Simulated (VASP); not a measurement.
# Al (C2/m) in VASP: relaxation of cell and atoms with PBE

Aim: the relaxation of cell and atoms of Al with PBE.

Program: VASP 6.6.1. These are calculated values, not measurements. Logs are shortened: lines on timing, memory, paths and dates and some standing lists are left out, and cuts for length are marked.

### Step 1. The cell of the first run

The structure is monoclinic, space group C2/m (No. 12). The conventional cell has a = 4.974 Å, b = 2.802 Å, c = 11.887 Å, α = 90.00°, β = 90.38°, γ = 90.00°. Al (site symmetry m) has 12 Al at 2.80 to 2.89 Å within 3.7 Å. Within 3.7 Å of Al (site symmetry 2/m) lie 12 Al at 2.80 to 2.89 Å. Within 3.7 Å of Al (site symmetry m) lie 12 Al at 2.80 to 2.98 Å.

### Step 2. Relaxation of cell and atoms, PBE

Contents of INCAR:

```
PREC = Accurate ; ENCUT = 600
EDIFF = 1E-6 ; ISMEAR = 0
SIGMA = 0.1 ; LREAL = F
LASPH = T ; NELM = 60
ALGO = Fast ; ISIF = 3
LWAVE = F ; LCHARG = F
GGA = PE ; IBRION = 2
NSW = 100 ; EDIFFG = -0.01
```

Contents of KPOINTS:

```
regular mesh
0
Gamma
  16 16 4
```

Contents of POSCAR:

```
Al
1.0
    2.4872356675     -1.4011857254      0.0000000000
    2.4872356675      1.4011857254      0.0000000000
   -0.0782528081      0.0000000000     11.8864687532
Al
5
Direct
    0.6590022589      0.6590022589      0.8017267811
    0.0000000000      0.0000000000      0.0000000000
    0.3409977411      0.3409977411      0.1982732189
    0.6751081948      0.6751081948      0.3985330675
    0.3248918052      0.3248918052      0.6014669325
```

Potentials or basis: VASP PAW PBE potentials, release 64 (Al).

Started as:

```bash
$ cat potpaw_PBE.64/Al/POTCAR > POTCAR
$ mpirun -np 1 vasp_std > vasp.out
```

OUTCAR:

```text
PREC = Accurate
   ENCUT = 600
   EDIFF = 1E-6
   ISMEAR = 0
   LREAL = F
   LASPH = T
   NELM = 60
   ISIF = 3
   GGA = PE
   IBRION = 2
   NSW = 100
   EDIFFG = -0.01

 ion  position               nearest neighbor table
   1  0.659  0.659  0.802-   2 2.86   2 2.86   5 2.89   5 2.89   5 2.89   2 2.89
   2  0.000  0.000  0.000-   1 2.86   1 2.86   3 2.86   3 2.86   1 2.89   3 2.89
   3  0.341  0.341  0.198-   2 2.86   2 2.86   4 2.89   4 2.89   4 2.89   2 2.89
   4  0.675  0.675  0.399-   5 2.88   5 2.88   3 2.89   3 2.89   3 2.89   5 2.98
   5  0.325  0.325  0.601-   4 2.88   4 2.88   1 2.89   1 2.89   1 2.89   4 2.98

  LATTYP: Found a base centered monoclinic cell.
 ALAT       =     4.9744713350
 B/A-ratio  =     0.5633506079
 C/A-ratio  =     2.3895456487
 COS(beta)  =    -0.0065832094

  Lattice vectors:

 A1 = (   2.4872356675,  -1.4011857254,   0.0000000000)
 A2 = (   2.4872356675,   1.4011857254,   0.0000000000)
 A3 = (  -0.0782528081,   0.0000000000,  11.8864687532)

Analysis of symmetry for initial positions (statically):
=====================================================================
 Subroutine PRICEL returns:
 Original cell was already a primitive cell.

 Routine SETGRP: Setting up the symmetry group for a
 base centered monoclinic supercell.

 Subroutine GETGRP returns: Found  4 space group operations
 (whereof  4 operations were pure point group operations)
 out of a pool of  4 trial point group operations.

The static configuration has the point symmetry C_2h.

Analysis of symmetry for dynamics (positions and initial velocities):
=====================================================================
 Subroutine PRICEL returns:
 Original cell was already a primitive cell.

 Routine SETGRP: Setting up the symmetry group for a
 base centered monoclinic supercell.

 Subroutine GETGRP returns: Found  4 space group operations
 (whereof  4 operations were pure point group operations)
 out of a pool of  4 trial point group operations.

The dynamic configuration has the point symmetry C_2h.

 Subroutine INISYM returns: Found  4 space group operations
 (whereof  4 operations are pure point group operations),
 and found     1 'primitive' translations

----------------------------------------------------------------------------------------

[... 129 lines left out ...]
 conjugate gradient relaxation of ions
 non-spin polarized calculation
 RMM-DIIS sequential band-by-band and
 Gauss-broadening in eV      SIGMA  =   0.10
  energy-cutoff  :      600.00
  volume of cell :       82.85
 maximum number of plane-waves:      2787
   NGX = 11   NGY = 11   NGZ = 47

--------------------------------------- Ionic step        1  -------------------------------------------

 number of electron      15.0000000 magnetization

 Free energy of the ion-electron system (eV)
  ---------------------------------------------------
  ext. energy  EPLUGINS =         0.00000000
  ---------------------------------------------------
  free energy    TOTEN  =       -18.67255920 eV

  energy without entropy =      -18.66223325  energy(sigma->0) =      -18.66739623

------------------------ aborting loop because EDIFF is reached ----------------------------------------

  FORCE on cell =-STRESS in cart. coord.  units (eV):
  Direction    XX          YY          ZZ          XY          YZ          ZX
  --------------------------------------------------------------------------------------
  -------------------------------------------------------------------------------------
  Total       -0.3770133      0.7097595     -0.2803328      0.0000000      0.0000000     -0.0004926
  in kB       -7.2907434     13.7254404     -5.4211195      0.0000000      0.0000000     -0.0095253
  external PRESSURE =       0.3378592 kB  Pullay stress =       0.0000000 kB
[... 98 lines left out ...]
  FREE ENERGIE OF THE ION-ELECTRON SYSTEM (eV)
  ---------------------------------------------------
  free  energy   TOTEN  =       -18.6792878710 eV

  energy  without entropy=      -18.6682583814  energy(sigma->0) =      -18.67377313

[... ionic steps 4 to 20 ...]

--------------------------------------- Ionic step       21  -------------------------------------------

 number of electron      15.0000000 magnetization

------------------------ aborting loop because EDIFF is reached ----------------------------------------
[... 73 lines left out ...]
--------------------------------------- Ionic step       23  -------------------------------------------

 number of electron      15.0000000 magnetization

 Free energy of the ion-electron system (eV)
  ---------------------------------------------------
  ext. energy  EPLUGINS =         0.00000000
  ---------------------------------------------------
  free energy    TOTEN  =       -18.68335313 eV

  energy without entropy =      -18.67301287  energy(sigma->0) =      -18.67818300

 E-fermi :   7.9560     XC(G=0): -10.1835

 val. band max:        7.9518939852   @ k =  -0.4375   0.1875   0.2500
 cond. band min:       7.9600172536   @ k =   0.5000   0.3750   0.5000
 fundamental gap:      0.0081232683
 Fermi energy:         7.9559842747

 k-point     1 :       0.0000    0.0000    0.0000
  band No.  band energies     occupation
      1      -3.1510      2.00000
      2      -2.0882      2.00000
      3      -2.0746      2.00000
      4       1.0476      2.00000
      5       1.0947      2.00000
      6       6.1708      2.00000
      7       6.2111      2.00000
      8      13.0723      0.00000
      9      13.0726      0.00000
     10      18.7733      0.00000
     11      18.7759      0.00000
[... 309 lines left out ...]
 k-point    24 :      -0.0625    0.0625    0.0000
  band No.  band energies     occupation
      1      -2.8668      2.00000
      2      -1.8061      2.00000
      3      -1.7925      2.00000
      4       1.3233      2.00000
      5       1.3705      2.00000
      6       6.4332      2.00000
      7       6.4743      2.00000
      8      13.2613      0.00000
      9      13.2713      0.00000
     10      15.7823      0.00000
     11      15.8377      0.00000

 [... further k-points ...]

------------------------ aborting loop because EDIFF is reached ----------------------------------------

  FORCE on cell =-STRESS in cart. coord.  units (eV):
  Direction    XX          YY          ZZ          XY          YZ          ZX
  --------------------------------------------------------------------------------------
  -------------------------------------------------------------------------------------
  Total       -0.0158015     -0.0198585     -0.0160377      0.0000000      0.0000000      0.0033818
  in kB       -0.3057233     -0.3842167     -0.3102925      0.0000000      0.0000000      0.0654303
  external PRESSURE =      -0.3334108 kB  Pullay stress =       0.0000000 kB
[... 20 lines left out ...]
  FREE ENERGIE OF THE ION-ELECTRON SYSTEM (eV)
  ---------------------------------------------------
  free  energy   TOTEN  =       -18.6833531349 eV

  energy  without entropy=      -18.6730128667  energy(sigma->0) =      -18.67818300

 reached required accuracy - stopping structural energy minimisation
```

OSZICAR:

```text
N       E                     dE             d eps       ncg     rms          rms(c)
DAV:   1     0.174055850311E+02    0.17406E+02   -0.54946E+03  6204   0.114E+03
DAV:   2    -0.170178124573E+02   -0.34423E+02   -0.32319E+02  7912   0.124E+02
DAV:   3    -0.187403495984E+02   -0.17225E+01   -0.15809E+01  8456   0.228E+01
[... 139 lines left out ...]
       N       E                     dE             d eps       ncg     rms          rms(c)
DAV:   1    -0.186833648976E+02   -0.80912E-04   -0.16962E-03  7646   0.288E-01    0.225E-02
RMM:   2    -0.186833573074E+02    0.75902E-05   -0.28167E-05  6210   0.458E-02    0.125E-02
RMM:   3    -0.186833535462E+02    0.37612E-05   -0.62408E-06  6044   0.187E-02    0.523E-03
RMM:   4    -0.186833531349E+02    0.41131E-06   -0.17550E-06  3969   0.942E-03
  23 F= -.18683353E+02 E0= -.18678183E+02  d E =-.701319E-04
```

CONTCAR:

```text
Al
   1.00000000000000
     2.4693165165709403   -1.4257546578531111    0.0065717412594163
     2.4693165165709403    1.4257546578531111    0.0065717412594163
    -0.0462873061292764    0.0000000000000000   11.7604491337403907
  Al
     5
Direct
     0.6649110030332949    0.6649110030332949    0.8013970347292108
     0.0000000000000000    0.0000000000000000    0.0000000000000000
     0.3350889969667051    0.3350889969667051    0.1986029652707893
     0.6670485090981830    0.6670485090981830    0.3989414660976868
     0.3329514909018171    0.3329514909018171    0.6010585339023131

  0.00000000E+00  0.00000000E+00  0.00000000E+00
  0.00000000E+00  0.00000000E+00  0.00000000E+00
  0.00000000E+00  0.00000000E+00  0.00000000E+00
  0.00000000E+00  0.00000000E+00  0.00000000E+00
  0.00000000E+00  0.00000000E+00  0.00000000E+00
```

Run time: 27 min. Hardware: 1 thread of Intel Xeon 6975P-C (Granite Rapids), shared host; peak memory 0.42 GiB.

Results:

* Free energy: -18.6834 eV
* Relaxed volume: 16.56 Å³/atom
* Relaxed cell: a = 2.851 Å, b = 2.851 Å, c = 11.761 Å, α = 90.06°, β = 90.06°, γ = 60.00°
* Space group after relaxing (to 0.1 Å): P-3m1 (No. 164)
* Energy gained by relaxing: 2.2 meV/atom
* Ionic steps: 23
* Pressure after relaxing: 0.0 GPa
* Largest force after relaxing: 0.007 eV/Å

Forces on the atoms (eV/Å):
```
Al   0.007  0.000  0.002
Al   0.000  0.000  0.000
Al  -0.007  0.000 -0.002
Al   0.003  0.000 -0.003
Al  -0.003  0.000  0.003
```

Step by step:
| step | energy change (eV) | largest force (eV/Å) | pressure (GPa) | volume (Å³) |
| --- | --- | --- | --- | --- |
| 1 | 0.0000 | 0.0247 | 0.03 | 82.85 |
| 2 | -0.0057 | 0.0254 | -0.05 | 82.89 |
| 3 | -0.0067 | 0.0213 | -0.17 | 82.97 |
| 4 | -0.0090 | 0.0234 | -0.14 | 82.95 |
| 5 | -0.0091 | 0.0240 | -0.12 | 82.94 |
| 6 | -0.0091 | 0.0239 | -0.13 | 82.94 |
| 7 | -0.0094 | 0.0223 | 0.05 | 82.74 |
| 8 | -0.0095 | 0.0216 | 0.15 | 82.63 |
| 9 | -0.0097 | 0.0199 | 0.09 | 82.69 |
| 10 | -0.0098 | 0.0184 | 0.02 | 82.76 |
| 11 | -0.0099 | 0.0167 | -0.02 | 82.81 |
| 12 | -0.0101 | 0.0128 | -0.15 | 82.94 |
| 13 | -0.0102 | 0.0131 | -0.12 | 82.90 |
| 14 | -0.0103 | 0.0142 | -0.01 | 82.78 |
| 15 | -0.0103 | 0.0174 | 0.21 | 82.55 |
| 16 | -0.0104 | 0.0155 | 0.09 | 82.68 |
| 17 | -0.0104 | 0.0149 | 0.08 | 82.69 |
| 18 | -0.0106 | 0.0135 | 0.07 | 82.70 |
| 19 | -0.0105 | 0.0141 | 0.05 | 82.73 |
| 20 | -0.0106 | 0.0124 | 0.06 | 82.71 |
| 21 | -0.0107 | 0.0102 | -0.04 | 82.83 |
| 22 | -0.0107 | 0.0095 | -0.08 | 82.87 |
| 23 | -0.0108 | 0.0072 | -0.03 | 82.81 |

Final structure:
```
Al
1.0
     2.46932   -1.42575    0.00657
     2.46932    1.42575    0.00657
    -0.04629    0.00000   11.76045
Al
5
Cartesian
  3.2467 0.0000 9.4335
  0.0000 0.0000 0.0000
  1.6457 0.0000 2.3401
  3.2758 0.0000 4.7005
  1.6165 0.0000 7.0731
```

Levels at points of the mesh, in eV from the Fermi level:
| k point | band 5 | band 6 | band 7 | band 8 | band 9 | band 10 |
| --- | --- | --- | --- | --- | --- | --- |
| (0.00, 0.00, 0.00) | -6.86 | -1.79 | -1.74 | 5.12 | 5.12 | 10.82 |
| (0.50, 0.00, 0.00) | -4.13 | -3.94 | -1.29 | -1.22 | -0.96 | -0.61 |
| (0.50, 0.50, 0.00) | -4.14 | -3.93 | -1.32 | -1.20 | -0.94 | -0.62 |
| (0.00, 0.00, 0.50) | -4.62 | -4.50 | 1.47 | 1.48 | 9.03 | 9.07 |
| (0.50, 0.00, 0.50) | -3.30 | -2.97 | -2.71 | -2.36 | 0.86 | 1.22 |
| (0.50, 0.50, 0.50) | -3.31 | -2.96 | -2.69 | -2.39 | 0.88 | 1.22 |

Caveat: the highest band is partly filled, so the run has too few bands.
